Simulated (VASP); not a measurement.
# Al2B3As5 (I-4m2) in VASP: single point with PBE

Aim: the single point of Al2B3As5 with PBE.

Everything below comes from runs of VASP 6.6.1. Logs are shortened: lines on timing, memory, paths and dates and some standing lists are left out, and cuts for length are marked.

### 1 The cell of the first run

The structure is tetragonal, space group I-4m2 (No. 119). The conventional cell has a = 3.663 Å, b = 3.663 Å, c = 25.900 Å, α = 90.00°, β = 90.00°, γ = 90.00°. Within 3.0 Å of Al (site symmetry 2mm) lie 4 As at 2.24 Å. B (site symmetry 2mm) has 4 As at 2.24 Å within 3.0 Å. B (site symmetry -4m2) has 4 As at 2.24 Å within 3.0 Å. As (site symmetry 2mm) has 2 Al at 2.24 Å and 2 B at 2.24 Å within 3.0 Å. As (site symmetry 2mm) has 4 B at 2.24 Å within 3.0 Å. Within 3.0 Å of As (site symmetry -4m2) lie 4 Al at 2.24 Å.

### 2 Single point, PBE

File INCAR:

```
PREC = Accurate ; ENCUT = 520
EDIFF = 1E-7 ; ISMEAR = 0
SIGMA = 0.1 ; LREAL = F
LASPH = T ; NELM = 60
ALGO = Normal ; ISIF = 2
LWAVE = F ; LCHARG = F
GGA = PE ; NBANDS = 31
```

File KPOINTS:

```
Automatic mesh
0
Gamma
  6 6 6
```

File POSCAR:

```
Al2B3As5
1.0
   -1.8314225800      1.8314225800     12.9501132800
    1.8314225800     -1.8314225800     12.9501132800
    1.8314225800      1.8314225800    -12.9501132800
Al B As
2 3 5
Direct
    0.8000000000      0.8000000000      0.0000000000
    0.2000000000      0.2000000000      0.0000000000
    0.4000000000      0.4000000000      0.0000000000
    0.0000000000      0.0000000000      0.0000000000
    0.6000000000      0.6000000000      0.0000000000
    0.3500000000      0.8500000000      0.5000000000
    0.9500000000      0.4500000000      0.5000000000
    0.5500000000      0.0500000000      0.5000000000
    0.1500000000      0.6500000000      0.5000000000
    0.7500000000      0.2500000000      0.5000000000
```

Potentials or basis: VASP PAW PBE potentials, release 64 (Al, B, As).

Run with:

```
cat potpaw_PBE.64/Al/POTCAR potpaw_PBE.64/B/POTCAR potpaw_PBE.64/As/POTCAR > POTCAR
mpirun -np 1 vasp_std > vasp.out
```

OUTCAR:

```text
PREC = Accurate
   ENCUT = 520
   EDIFF = 1E-7
   ISMEAR = 0
   LREAL = F
   LASPH = T
   NELM = 60
   ISIF = 2
   GGA = PE

 ion  position               nearest neighbor table
   1  0.800  0.800  0.000-  10 2.24  10 2.24   6 2.24   6 2.24
   2  0.200  0.200  0.000-  10 2.24  10 2.24   9 2.24   9 2.24
   3  0.400  0.400  0.000-   6 2.24   6 2.24   7 2.24   7 2.24
   4  0.000  0.000  0.000-   8 2.24   7 2.24   8 2.24   7 2.24
   5  0.600  0.600  0.000-   9 2.24   9 2.24   8 2.24   8 2.24
   6  0.350  0.850  0.500-   3 2.24   3 2.24   1 2.24   1 2.24
   7  0.950  0.450  0.500-   4 2.24   4 2.24   3 2.24   3 2.24
   8  0.550  0.050  0.500-   4 2.24   4 2.24   5 2.24   5 2.24
   9  0.150  0.650  0.500-   5 2.24   5 2.24   2 2.24   2 2.24
  10  0.750  0.250  0.500-   1 2.24   2 2.24   1 2.24   2 2.24

  LATTYP: Found a body centered tetragonal cell.
 ALAT       =     3.6628451600
 C/A-ratio  =     7.0710678253

  Lattice vectors:

 A1 = (  -1.8314225800,   1.8314225800,  12.9501132800)
 A2 = (   1.8314225800,  -1.8314225800,  12.9501132800)
 A3 = (   1.8314225800,   1.8314225800, -12.9501132800)

Analysis of symmetry for initial positions (statically):
=====================================================================
 Subroutine PRICEL returns:
 Original cell was already a primitive cell.

 Routine SETGRP: Setting up the symmetry group for a
 body centered tetragonal supercell.

 Subroutine GETGRP returns: Found  8 space group operations
 (whereof  8 operations were pure point group operations)
 out of a pool of 16 trial point group operations.

The static configuration has the point symmetry D_2d.

Analysis of symmetry for dynamics (positions and initial velocities):
=====================================================================
 Subroutine PRICEL returns:
 Original cell was already a primitive cell.

 Routine SETGRP: Setting up the symmetry group for a
 body centered tetragonal supercell.

 Subroutine GETGRP returns: Found  8 space group operations
 (whereof  8 operations were pure point group operations)
 out of a pool of 16 trial point group operations.

The dynamic configuration has the point symmetry D_2d.

 Subroutine INISYM returns: Found  8 space group operations
 (whereof  8 operations are pure point group operations),
 and found     1 'primitive' translations

----------------------------------------------------------------------------------------

                                     Primitive cell

  volume of cell :     173.7443

  direct lattice vectors                    reciprocal lattice vectors
    -1.831422580  1.831422580 12.950113280     0.000000000  0.273011814  0.038609701
     1.831422580 -1.831422580 12.950113280     0.273011814  0.000000000  0.038609701
     1.831422580  1.831422580-12.950113280     0.273011814  0.273011814  0.000000000

  length of vectors
    13.206576063 13.206576063 13.206576063     0.275728416  0.275728416  0.386097009

  position of ions in fractional coordinates (direct lattice)
     0.800000000  0.800000000  0.000000000
     0.200000000  0.200000000  0.000000000
     0.400000000  0.400000000  0.000000000
     0.000000000  0.000000000  0.000000000
     0.600000000  0.600000000  0.000000000
     0.350000000  0.850000000  0.500000000
     0.950000000  0.450000000  0.500000000
     0.550000000  0.050000000  0.500000000
     0.150000000  0.650000000  0.500000000
     0.750000000  0.250000000  0.500000000

  ion indices of the primitive-cell ions
   primitive index   ion index
                 1           1
                 2           2
                 3           3
                 4           4
                 5           5
                 6           6
                 7           7
                 8           8
                 9           9
                10          10

----------------------------------------------------------------------------------------

 KPOINTS: Automatic mesh

Automatic generation of k-mesh.
 Grid dimensions read from file:
 generate k-points for:    6    6    6

 Generating k-lattice:

  Cartesian coordinates                     Fractional coordinates (reciprocal lattice)
     0.000000000  0.045501969  0.006434950     0.166666667  0.000000000  0.000000000
     0.045501969  0.000000000  0.006434950     0.000000000  0.166666667  0.000000000
     0.045501969  0.045501969  0.000000000     0.000000000  0.000000000  0.166666667

  Length of vectors
     0.045954736  0.045954736  0.064349502

  Shift w.r.t. Gamma in fractional coordinates (k-lattice)
     0.000000000  0.000000000  0.000000000

 Subroutine IBZKPT returns following result:
 ===========================================

 Found     30 irreducible k-points:

 Following reciprocal coordinates:
            Coordinates               Weight
  0.000000  0.000000  0.000000      1.000000
  0.166667  0.000000  0.000000      8.000000
  0.333333  0.000000  0.000000      8.000000
  0.500000  0.000000  0.000000      4.000000
  0.166667  0.166667  0.000000      8.000000
  0.333333  0.166667 -0.000000     16.000000
[... 16 lines left out ...]
 -0.333333 -0.333333  0.166667      8.000000
 -0.166667 -0.333333  0.166667      8.000000
 [... further k-points ...]
   k-points           NKPTS =     30   k-points in BZ     NKDIM =     30   number of bands    NBANDS=     31
   number of dos      NEDOS =    301   number of ions     NIONS =     10
   total plane-waves  NPLWV = 941192
   dimension x,y,z NGX =    98 NGY =   98 NGZ =   98
   dimension x,y,z NGXF=   196 NGYF=  196 NGZF=  196
   ions per type =               2   3   5
   NGX,Y,Z   is equivalent  to a cutoff of  12.34, 12.34, 12.34 a.u.
   NGXF,Y,Z  is equivalent  to a cutoff of  24.67, 24.67, 24.67 a.u.
 SYSTEM =  unknown system
   PREC   = accura    normal or accurate (medium, high low for compatibility)
   ISTART =      0    job   : 0-new  1-cont  2-samecut
   ICHARG =      2    charge: 1-file 2-atom 10-const
   ISPIN  =      1    spin polarized calculation?
   LNONCOLLINEAR =      F non collinear calculations
   LSORBIT =      F    spin-orbit coupling
   LASPH  =      T    aspherical Exc in radial PAW
   ENCUT  =  520.0 eV  38.22 Ry    6.18 a.u.  24.56 24.56 24.56*2*pi/ulx,y,z
   NELM   =     60;   NELMIN=  2; NELMDL= -5     # of ELM steps
   EDIFF  = 0.1E-06   stopping-criterion for ELM
   LREAL  =      F    real-space projection
   EDIFFG = 0.1E-05   stopping-criterion for IOM
   NSW    =      0    number of steps for IOM
   IBRION =     -1    ionic relax: 0-MD 1-quasi-New 2-CG
   NFREE  =      0    steps in history (QN), initial steepest desc. (CG)
   ISIF   =      2    stress and relaxation
   ISYM   =      2    0-nonsym 1-usesym 2-fastsym
   POTIM  = 0.5000    time-step for ionic-motion
   TEBEG  =    0.0;   TEEND  =   0.0 temperature during run
   PSTRESS=    0.0 pullay stress
   NELECT =      40.0000    total number of electrons
   NUPDOWN=      -1.0000    fix difference up-down
   EMIN   =  10.00;   EMAX   =-10.00  energy-range for DOS
   EFERMI =   0.00;   METHOD = LEGACY
   ISMEAR =     0;   SIGMA  =   0.10  broadening in eV -4-tet -1-fermi 0-gaus
   EFERMI_NEDOS =   21; number of points for ismear=-14 and -15
   IALGO  =     38    algorithm
   IMIX   =      4    mixing-type and parameters
     AMIX     =   0.40;   BMIX     =  1.00
     AMIX_MAG =   1.60;   BMIX_MAG =  1.00
  volume/ion in A,a.u.               =      17.37       117.25
  Fermi-wavevector in a.u.,A,eV,Ry     =   1.003363  1.896080 13.697483  1.006737
  Thomas-Fermi vector in A             =   2.135910
   LORBIT       =      0    0 simple, 1 ext, 2 COOP (PROOUT), +10 PAW based schemes
   GGA     = PE    functional components
   LHFCALC =     F    Hartree Fock is set to
   AEXX    =    0.0000 exact exchange contribution
   IVDW    =     0    specifies the selected vdW correction
   LEPSILON=     F    determine dielectric tensor
   LRPA    =     F    only Hartree local field effects (RPA)
 non-spin polarized calculation
 Gauss-broadening in eV      SIGMA  =   0.10
  energy-cutoff  :      520.00
  volume of cell :      173.74
 maximum number of plane-waves:      4712
   NGX = 49   NGY = 49   NGZ = 49

 number of electron      40.0000000 magnetization

 Free energy of the ion-electron system (eV)
  ---------------------------------------------------
  ext. energy  EPLUGINS =         0.00000000
  ---------------------------------------------------
  free energy    TOTEN  =       -49.09064283 eV

  energy without entropy =      -49.09064283  energy(sigma->0) =      -49.09064283

 E-fermi :   5.3792     XC(G=0):  -9.7869

 val. band max:        4.9650686705   @ k =   0.0000   0.0000   0.0000
 cond. band min:       5.8801791848   @ k =   0.0000   0.0000   0.0000
 fundamental gap:      0.9151105143
 Fermi energy:         5.3792153865

 k-point     1 :       0.0000    0.0000    0.0000
  band No.  band energies     occupation
      1      -8.8046      2.00000
      2      -7.9539      2.00000
      3      -7.9489      2.00000
      4      -6.3704      2.00000
      5      -6.0633      2.00000
      6      -1.6034      2.00000
[... 23 lines left out ...]
     30       8.1427      0.00000
     31       9.6378      0.00000

 k-point     2 :       0.1667    0.0000    0.0000
  band No.  band energies     occupation
      1      -8.5604      2.00000
      2      -7.8289      2.00000
      3      -7.6310      2.00000
      4      -6.3334      2.00000
      5      -5.9216      2.00000
      6      -1.7494      2.00000
[... 23 lines left out ...]
     30       8.9119      0.00000
     31       9.6206      0.00000

 k-point     3 :       0.3333    0.0000    0.0000
  band No.  band energies     occupation
      1      -7.8765      2.00000
      2      -7.2979      2.00000
      3      -6.9979      2.00000
      4      -6.3186      2.00000
      5      -5.9050      2.00000
      6      -2.0557      2.00000
[... 23 lines left out ...]
     30       9.8678      0.00000
     31      10.1836      0.00000

 k-point     4 :       0.5000    0.0000    0.0000
  band No.  band energies     occupation
      1      -7.1265      2.00000
      2      -6.7922      2.00000
      3      -6.6743      2.00000
      4      -6.4166      2.00000
      5      -6.4003      2.00000
      6      -2.3342      2.00000
[... 23 lines left out ...]
     30       9.7523      0.00000
     31       9.7620      0.00000

 k-point     5 :       0.1667    0.1667    0.0000
  band No.  band energies     occupation
      1      -8.3147      2.00000
      2      -7.6887      2.00000
      3      -7.3144      2.00000
      4      -6.3203      2.00000
      5      -5.7560      2.00000
      6      -1.8104      2.00000
[... 23 lines left out ...]
     30       9.5799      0.00000
     31      10.0358      0.00000
[... 542 lines left out ...]
     30      10.1623      0.00000
     31      10.2476      0.00000

 k-point    22 :      -0.1667    0.5000    0.1667
  band No.  band energies     occupation
      1      -7.8614      2.00000
      2      -7.3943      2.00000
      3      -6.8231      2.00000
      4      -6.4514      2.00000
      5      -5.8682      2.00000
      6      -1.9916      2.00000
[... 23 lines left out ...]
     30       9.8671      0.00000
     31      10.1177      0.00000

 k-point    23 :      -0.3333   -0.3333    0.1667
  band No.  band energies     occupation
      1      -8.2951      2.00000
      2      -7.8067      2.00000
      3      -7.0821      2.00000
      4      -6.5634      2.00000
      5      -5.6347      2.00000
      6      -1.9168      2.00000
[... 23 lines left out ...]
     30       9.6504      0.00000
     31       9.8823      0.00000

 k-point    24 :      -0.1667   -0.3333    0.1667
  band No.  band energies     occupation
      1      -8.5437      2.00000
      2      -7.9814      2.00000
      3      -7.3987      2.00000
      4      -6.5775      2.00000
      5      -5.7569      2.00000
      6      -1.9267      2.00000
[... 23 lines left out ...]
     30       9.0439      0.00000
     31       9.5812      0.00000

 [... further k-points ...]

------------------------ aborting loop because EDIFF is reached ----------------------------------------

  FORCE on cell =-STRESS in cart. coord.  units (eV):
  Direction    XX          YY          ZZ          XY          YZ          ZX
  --------------------------------------------------------------------------------------
  -------------------------------------------------------------------------------------
  Total        5.8840742      5.8840742      4.7674906      0.0000000      0.0000000      0.0000000
  in kB       54.2597811     54.2597811     43.9632454      0.0000000      0.0000000      0.0000000
  external PRESSURE =      50.8276025 kB  Pullay stress =       0.0000000 kB

 VOLUME and BASIS-vectors are now :
 -----------------------------------------------------------------------------
  energy-cutoff  :      520.00
  volume of cell :      173.74
      direct lattice vectors                 reciprocal lattice vectors
    -1.831422580  1.831422580 12.950113280     0.000000000  0.273011814  0.038609701
     1.831422580 -1.831422580 12.950113280     0.273011814  0.000000000  0.038609701
     1.831422580  1.831422580-12.950113280     0.273011814  0.273011814  0.000000000

 POSITION                                       TOTAL-FORCE (eV/Angst)
 -----------------------------------------------------------------------------------
      0.00000      0.00000     20.72018        -0.000000      0.000000      0.245974
      0.00000      0.00000      5.18005        -0.000000      0.000000     -0.245974
      0.00000      0.00000     10.36009        -0.000000      0.000000      0.258406
      0.00000      0.00000      0.00000        -0.000000      0.000000      0.000000
      0.00000      0.00000     15.54014        -0.000000      0.000000     -0.258406
      1.83142      0.00000      9.06508         0.000000     -0.000000      4.130697
      0.00000      1.83142     11.65510        -0.000000      0.000000      0.056153
      0.00000      1.83142      1.29501        -0.000000      0.000000     -0.056153
      1.83142      0.00000      3.88503         0.000000     -0.000000     -4.130697
      0.00000      1.83142      6.47506        -0.000000      0.000000     -0.000000
 -----------------------------------------------------------------------------------
    total drift:                                0.000000     -0.000000      0.000000

  FREE ENERGIE OF THE ION-ELECTRON SYSTEM (eV)
  ---------------------------------------------------
  free  energy   TOTEN  =       -49.0906428295 eV

  energy  without entropy=      -49.0906428295  energy(sigma->0) =      -49.09064283
```

Run time: 48 min. Hardware: 1 thread of Intel Xeon 8259CL, shared host; peak memory 1.6 GiB.

What came out:

```
Free energy            : -49.0906 eV
Pressure               : 5.1 GPa
Largest force          : 4.131 eV/Å
Band gap on the k mesh : 0.92 eV
```

Forces on the atoms (eV/Å):
```
Al   0.000  0.000  0.246
Al   0.000  0.000 -0.246
B    0.000  0.000  0.258
B    0.000  0.000  0.000
B    0.000  0.000 -0.258
As   0.000  0.000  4.131
As   0.000  0.000  0.056
As   0.000  0.000 -0.056
As   0.000  0.000 -4.131
As   0.000  0.000  0.000
```

Stress tensor (GPa, compression positive):
```
5.43 0.00 0.00
0.00 5.43 0.00
0.00 0.00 4.40
```

Caveat: the cell stands under pressure; forces of over 1 eV/Å act on the atoms, so gaps and moduli don't describe the material at rest. A k mesh can miss the band edges.
